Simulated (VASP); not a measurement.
Write the native input for VASP 6.6.1 that does the following.

```
Task                               : single point
Functional                         : HF
Potentials or basis                : VASP PAW PBE potentials, release 64 (Ag, Rh_pv)
Cutoff                             : 520 eV
k mesh                             : 6 × 6 × 3
Occupations                        : fermi-dirac, width 0.05 eV
Spin                               : no spin polarisation
Dipole correction                  : no
Grid for exact exchange (PRECFOCK) : Normal
Further INCAR settings             : ALGO = Normal; EDIFF = 1e-06; NBANDS = 20
Share of exact exchange            : 1
```

Crystal: AgRh.

```
CELL_PARAMETERS angstrom
2.77759 0.00000 0.00000
-1.38879 2.40546 0.00000
0.00000 0.00000 4.80860
ATOMIC_POSITIONS crystal
Ag 0.00000 0.00000 0.50000
Rh 0.66667 0.33333 0.00000
```

One way to write it, as run:

POSCAR

```
AgRh
1.0
    2.7775881998      0.0000000000      0.0000000000
   -1.3887940999      2.4054619423      0.0000000000
    0.0000000000      0.0000000000      4.8086020000
Ag Rh
1 1
Direct
    0.0000000000      0.0000000000      0.5000000000
    0.6666666667      0.3333333333      0.0000000000
```

INCAR.step1

```
PREC     = Accurate       # precision mode
ENCUT    = 520            # plane-wave cutoff, eV
EDIFF    = 1E-5           # SCF threshold, eV
ISMEAR   = -1             # smearing method
SIGMA    = 0.05           # smearing width, eV
LREAL    = False          # projectors in reciprocal space
LASPH    = True           # aspherical terms in the spheres
NELM     = 80             # most SCF steps
ALGO     = Normal         # electronic algorithm
ISIF     = 2              # what is computed and relaxed
LWAVE    = True           # write WAVECAR
LCHARG   = False          # write CHGCAR
NBANDS   = 20             # bands
GGA      = PE             # functional
```

INCAR.step2

```
PREC     = Accurate       # precision mode
ENCUT    = 520            # plane-wave cutoff, eV
EDIFF    = 1E-6           # SCF threshold, eV
ISMEAR   = -1             # smearing method
SIGMA    = 0.05           # smearing width, eV
LREAL    = False          # projectors in reciprocal space
LASPH    = True           # aspherical terms in the spheres
NELM     = 80             # most SCF steps
ALGO     = Normal         # electronic algorithm
ISIF     = 2              # what is computed and relaxed
LWAVE    = False          # write WAVECAR
LCHARG   = False          # write CHGCAR
GGA      = PE             # functional
LHFCALC  = True           # exact exchange
AEXX     = 1.0            # exact-exchange fraction
ALDAC    = 0.0          
AGGAC    = 0.0          
PRECFOCK = Normal       
NBANDS   = 20             # bands
ISTART   = 1
```

KPOINTS

```
Automatic mesh
0
Gamma
  6 6 3
```

Potentials or basis: VASP PAW PBE potentials, release 64 (Ag, Rh_pv).

The run is started by

```sh
$ cat potpaw_PBE.64/Ag/POTCAR potpaw_PBE.64/Rh_pv/POTCAR > POTCAR
$ cp INCAR.step1 INCAR
$ mpirun -np 1 vasp_std > vasp.out
$ cp INCAR.step2 INCAR
$ mpirun -np 1 vasp_std > vasp.out
```

It gave:

The pressure is 3.5 GPa and the band gap on the k mesh is zero (bands 13 and 14 overlap by 7.19 eV).

Caveat: the k points lie up to 0.44 Å⁻¹ apart, too coarse for converged energies and pressures of a metal; the PAW data sets were made with another functional, which shifts forces and pressure a little.

It took 31 min on 1 thread of AMD EPYC 7R13 Processor (Zen 3) (shared host), peak memory 0.14 GiB.
